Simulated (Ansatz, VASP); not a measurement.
O in VASP and in Ansatz

File INCAR:

```
PREC = Accurate
ENCUT = 520
EDIFF = 1E-7
ISMEAR = 0
SIGMA = 0.15
LREAL = False
LASPH = True
NELM = 80
ALGO = Normal
ISIF = 2
LWAVE = False
LCHARG = False
GGA = CA
NBANDS = 13
```

File KPOINTS:

```
regular mesh
0
Gamma
  20 20 20
```

Contents of POSCAR:

```
O
1.0
    0.0000000000      1.6231723000      3.6939594584
    1.6126935410      0.0000000000      3.6939594584
    1.6126935410      1.6231723000      0.0000000000
O
2
Direct
    0.0905247489      0.0905247489      0.9094752511
    0.9094752511      0.9094752511      0.0905247489
```

Input for Ansatz:

```yaml
crystal:
  lattice:
    - [0.0, 1.6231723, 3.6939594584]
    - [1.612693541, 0.0, 3.6939594584]
    - [1.612693541, 1.6231723, 0.0]
  atoms:
    - { symbol: O, position: [0.0905247489, 0.0905247489, 0.9094752511] }
    - { symbol: O, position: [0.9094752511, 0.9094752511, 0.0905247489] }
basis:
  ecutwfc: 520.0
kpoints:
  mp_grid: { grid: [20, 20, 20] }
hamiltonian:
  xc: lda
scf:
  occupations: { method: gaussian, width: 0.15 }
output:
  forces: true
  stress: true
  eigenvalues: true
```

Alike in both runs: task single point; functional LDA; k mesh 20 × 20 × 20; occupations gaussian, width 0.15 eV; no spin polarisation.

|  | VASP | Ansatz |
| --- | --- | --- |
| version | VASP 6.6.1 | Ansatz 0.2.0 |
| potentials or method | VASP PAW LDA potentials, release 64 (O), cutoff 520 eV | scalar-relativistic, plane waves, PAW |
| valence electrons in the cell | 12 | 12 |

|  | VASP | Ansatz | Ansatz less VASP |
| --- | --- | --- | --- |
| gap on the k mesh at the Fermi level (eV) | none | none | - |
| pressure (GPa) | -21.3 | -23.7 | -2.34 |
| traceless stress, the component that is largest in VASP (GPa) | -45.10 | -50.15 | -5.042 |
| rms of the force components (eV/Å) | 3.489 | 3.899 | +0.4098 |

LDA's correlation is that of Perdew and Zunger in VASP and of Perdew and Wang (1992) in Ansatz. Atom by atom the forces differ by 0.410 eV/Å (rms over components). A gap of «none» marks a metal or a gap that the smearing closes.

Noted on VASP's run: spin is off for a triplet molecule.
